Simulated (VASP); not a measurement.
# Ta (Fd-3m) in VASP: further runs

Ta is run at these levels: LDA; tasks: single point.

Everything below comes from runs of VASP 6.6.1. Logs are shortened: lines on timing, memory, paths and dates and some standing lists are left out, and cuts for length are marked.

## 1. The cell of the first run

It takes space group Fd-3m (No. 227, cubic). The conventional cell has a = 4.372 Å, b = 4.372 Å, c = 4.372 Å, α = 90.00°, β = 90.00°, γ = 90.00°. Within 2.5 Å of Ta (site symmetry -43m) lie 4 Ta at 1.89 Å.

## 2. Single point, LDA (volume scaled by 0.4)

Input file INCAR:

```
SYSTEM = Ta
PREC = Accurate ; ENCUT = 520
EDIFF = 1E-6 ; ISMEAR = -1
SIGMA = 0.08 ; LREAL = .False.
LASPH = .True. ; NELM = 60
ALGO = Normal ; ISIF = 2
LWAVE = .False. ; LCHARG = .False.
NBANDS = 18
```

Input file KPOINTS:

```
Automatic mesh
0
Gamma
  13 13 13
  0 0 0
```

Input file POSCAR:

```
Ta
1.0
    0.0000000000      2.1857890471      2.1857890471
    2.1857890471      0.0000000000      2.1857890471
    2.1857890471      2.1857890471      0.0000000000
Ta
2
Direct
   -0.1250000000     -0.1250000000     -0.1250000000
    0.1250000000      0.1250000000      0.1250000000
```

Potentials or basis: VASP PAW LDA potentials, release 64 (Ta_pv).

Command:

```bash
$ cat potpaw_LDA.64/Ta_pv/POTCAR > POTCAR
$ mpirun -np 1 vasp_std > vasp.out
```

OUTCAR:

```text
SYSTEM = Ta
   PREC = Accurate
   ENCUT = 520
   EDIFF = 1E-6
   ISMEAR = -1
   LREAL = .False.
   LASPH = .True.
   NELM = 60
   ISIF = 2

 ion  position               nearest neighbor table
   1  0.875  0.875  0.875-   2 1.89   2 1.89   2 1.89   2 1.89
   2  0.125  0.125  0.125-   1 1.89   1 1.89   1 1.89   1 1.89

  LATTYP: Found a face centered cubic cell.
 ALAT       =     4.3715780942

  Lattice vectors:

 A1 = (   0.0000000000,   2.1857890471,   2.1857890471)
 A2 = (   2.1857890471,   0.0000000000,   2.1857890471)
 A3 = (   2.1857890471,   2.1857890471,   0.0000000000)

Analysis of symmetry for initial positions (statically):
=====================================================================
 Subroutine PRICEL returns:
 Original cell was already a primitive cell.

 Routine SETGRP: Setting up the symmetry group for a
 face centered cubic supercell.

 Subroutine GETGRP returns: Found 48 space group operations
 (whereof 12 operations were pure point group operations)
 out of a pool of 48 trial point group operations.

The static configuration has the point symmetry D_3d.
 The point group associated with its full space group is O_h .

Analysis of symmetry for dynamics (positions and initial velocities):
=====================================================================
 Subroutine PRICEL returns:
 Original cell was already a primitive cell.

 Routine SETGRP: Setting up the symmetry group for a
 face centered cubic supercell.

 Subroutine GETGRP returns: Found 48 space group operations
 (whereof 12 operations were pure point group operations)
 out of a pool of 48 trial point group operations.

The dynamic configuration has the point symmetry D_3d.
 The point group associated with its full space group is O_h .

 Subroutine INISYM returns: Found 48 space group operations
 (whereof 12 operations are pure point group operations),
 and found     1 'primitive' translations

----------------------------------------------------------------------------------------

                                     Primitive cell

  volume of cell :      20.8860

  direct lattice vectors                    reciprocal lattice vectors
     0.000000000  2.185789047  2.185789047    -0.228750346  0.228750346  0.228750346
     2.185789047  0.000000000  2.185789047     0.228750346 -0.228750346  0.228750346
     2.185789047  2.185789047  0.000000000     0.228750346  0.228750346 -0.228750346

[... 73 lines left out ...]
 SYSTEM =  Ta
   PREC   = accura    normal or accurate (medium, high low for compatibility)
   ISTART =      0    job   : 0-new  1-cont  2-samecut
   ICHARG =      2    charge: 1-file 2-atom 10-const
   ISPIN  =      1    spin polarized calculation?
   LNONCOLLINEAR =      F non collinear calculations
   LSORBIT =      F    spin-orbit coupling
   LASPH  =      T    aspherical Exc in radial PAW
   ENCUT  =  520.0 eV  38.22 Ry    6.18 a.u.   5.75  5.75  5.75*2*pi/ulx,y,z
   NELM   =     60;   NELMIN=  2; NELMDL= -5     # of ELM steps
   EDIFF  = 0.1E-05   stopping-criterion for ELM
   LREAL  =      F    real-space projection
   EDIFFG = 0.1E-04   stopping-criterion for IOM
   NSW    =      0    number of steps for IOM
   IBRION =     -1    ionic relax: 0-MD 1-quasi-New 2-CG
   NFREE  =      0    steps in history (QN), initial steepest desc. (CG)
   ISIF   =      2    stress and relaxation
   ISYM   =      2    0-nonsym 1-usesym 2-fastsym
   POTIM  = 0.5000    time-step for ionic-motion
   TEBEG  =    0.0;   TEEND  =   0.0 temperature during run
   PSTRESS=    0.0 pullay stress
   NELECT =      22.0000    total number of electrons
   NUPDOWN=      -1.0000    fix difference up-down
   EMIN   =  10.00;   EMAX   =-10.00  energy-range for DOS
   EFERMI =   0.00;   METHOD = LEGACY
   ISMEAR =    -1;   SIGMA  =   0.08  broadening in eV -4-tet -1-fermi 0-gaus
   EFERMI_NEDOS =   21; number of points for ismear=-14 and -15
   IALGO  =     38    algorithm
   IMIX   =      4    mixing-type and parameters
     AMIX     =   0.40;   BMIX     =  1.00
     AMIX_MAG =   1.60;   BMIX_MAG =  1.00
  volume/ion in A,a.u.               =      10.44        70.47
  Fermi-wavevector in a.u.,A,eV,Ry     =   1.665703  3.147722 37.750254  2.774565
  Thomas-Fermi vector in A             =   2.752027
   LORBIT       =      0    0 simple, 1 ext, 2 COOP (PROOUT), +10 PAW based schemes
   GGA     = CA    functional components
   LHFCALC =     F    Hartree Fock is set to
   AEXX    =    0.0000 exact exchange contribution
   IVDW    =     0    specifies the selected vdW correction
   LEPSILON=     F    determine dielectric tensor
   LRPA    =     F    only Hartree local field effects (RPA)
 non-spin polarized calculation
  energy-cutoff  :      520.00
  volume of cell :       20.89
 maximum number of plane-waves:       572
   NGX = 11   NGY = 11   NGZ = 11

 number of electron      22.0000002 magnetization

 Free energy of the ion-electron system (eV)
  ---------------------------------------------------
  ext. energy  EPLUGINS =         0.00000000
  ---------------------------------------------------
  free energy    TOTEN  =         2.56172634 eV

  energy without entropy =        2.58672632  energy(sigma->0) =        2.57422633

 E-fermi :  11.7074     XC(G=0): -15.3935

 val. band max:       11.6747953059   @ k =  -0.2308   0.3846   0.1538
 cond. band min:      11.7688569136   @ k =  -0.3846   0.3077   0.1538
 fundamental gap:      0.0940616077
 Fermi energy:        11.7074486463

 k-point     1 :       0.0000    0.0000    0.0000
  band No.  band energies     occupation
      1     -27.5550      2.00000
      2     -27.5550      2.00000
      3     -27.5550      2.00000
      4     -21.2980      2.00000
      5     -21.2980      2.00000
      6     -21.2980      2.00000
[... 481 lines left out ...]
      5     -19.3684      2.00000
      6     -18.8288      2.00000
[... 10 lines left out ...]
     17      23.6846      0.00000
     18      24.4141      0.00000

 [... further k-points ...]
[... 5 lines left out ...]
  --------------------------------------------------------------------------------------
  -------------------------------------------------------------------------------------
  Total       69.5518188     69.5518188     69.5518188     -0.0000000      0.0000000      0.0000000
  in kB     5335.3675355   5335.3675355   5335.3675355     -0.0000000      0.0000000      0.0000000
  external PRESSURE =    5335.3675355 kB  Pullay stress =       0.0000000 kB

 VOLUME and BASIS-vectors are now :
 -----------------------------------------------------------------------------
  energy-cutoff  :      520.00
  volume of cell :       20.89
      direct lattice vectors                 reciprocal lattice vectors
     0.000000000  2.185789047  2.185789047    -0.228750346  0.228750346  0.228750346
     2.185789047  0.000000000  2.185789047     0.228750346 -0.228750346  0.228750346
     2.185789047  2.185789047  0.000000000     0.228750346  0.228750346 -0.228750346

 POSITION                                       TOTAL-FORCE (eV/Angst)
 -----------------------------------------------------------------------------------
      3.82513      3.82513      3.82513         0.000000     -0.000000      0.000000
      0.54645      0.54645      0.54645        -0.000000      0.000000     -0.000000
 -----------------------------------------------------------------------------------
    total drift:                                0.000000      0.000000      0.000000

  FREE ENERGIE OF THE ION-ELECTRON SYSTEM (eV)
  ---------------------------------------------------
  free  energy   TOTEN  =         2.5617263355 eV

  energy  without entropy=        2.5867263165  energy(sigma->0) =        2.57422633
```

stdout:

```text
POSCAR found type information on POSCAR Ta
 POSCAR found :  1 types and       2 ions
 scaLAPACK will be used
 LDA part: xc-table for (Slater(with rela. corr.)+CA(PZ))
 , standard interpolation
 POSCAR, INCAR and KPOINTS ok, starting setup
 FFT: planning ... GRIDC
 FFT: planning ... GRID_SOFT
 FFT: planning ... GRID
 WAVECAR not read
 entering main loop
```

It took 8.3 s on 1 thread of Intel Xeon 6975P-C (Granite Rapids), shared host; peak memory 0.14 GiB.

Results:

```
Free energy            : 2.5617 eV
Pressure               : 533.5 GPa
Band gap on the k mesh : zero (band 11 reaches 13.47 eV, above the bottom of band 12 at 8.17 eV)
```

Caveat: spin-orbit coupling is left out, which moves the levels of the heavy elements.

## 3. Single point, LDA (volume scaled by 0.4)

Input file INCAR:

```
PREC     = Accurate       # precision mode
ENCUT    = 520            # plane-wave cutoff, eV
EDIFF    = 1E-7           # SCF threshold, eV
ISMEAR   = -1             # smearing method
SIGMA    = 0.08           # smearing width, eV
LREAL    = F              # projectors in reciprocal space
LASPH    = T              # aspherical terms in the spheres
NELM     = 80             # most SCF steps
ALGO     = Normal         # electronic algorithm
ISIF     = 2              # what is computed and relaxed
LWAVE    = F              # write WAVECAR
LCHARG   = T              # write CHGCAR
GGA      = CA             # functional
LELF     = T              # ELF
LVHAR    = T            
NBANDS   = 18             # bands
```

Input file KPOINTS:

```
Automatic mesh
0
Gamma
  13 13 13
```

POSCAR is that of step 2.

Potentials or basis: VASP PAW LDA potentials, release 64 (Ta_pv).

Command:

```bash
$ cat potpaw_LDA.64/Ta_pv/POTCAR > POTCAR
$ mpirun -np 1 vasp_std > vasp.out
```

Run time: 8.6 s. Hardware: 1 thread of Intel Xeon 6975P-C (Granite Rapids), shared host; peak memory 0.14 GiB.

The run converged. Its results:

| Quantity | Value |
| --- | --- |
| Free energy | 2.5617 eV |
| Pressure | 533.5 GPa |
| Band gap on the k mesh | zero (band 11 reaches 13.47 eV, above the bottom of band 12 at 8.17 eV) |

Levels at points of the mesh, in eV from the Fermi level:
| k point | band 9 | band 10 | band 11 | band 12 | band 13 | band 14 |
| --- | --- | --- | --- | --- | --- | --- |
| (0.00, 0.00, 0.00) | -7.26 | -1.49 | -1.49 | -1.49 | 6.06 | 6.06 |

Caveat: spin-orbit coupling is left out, which moves the levels of the heavy elements.
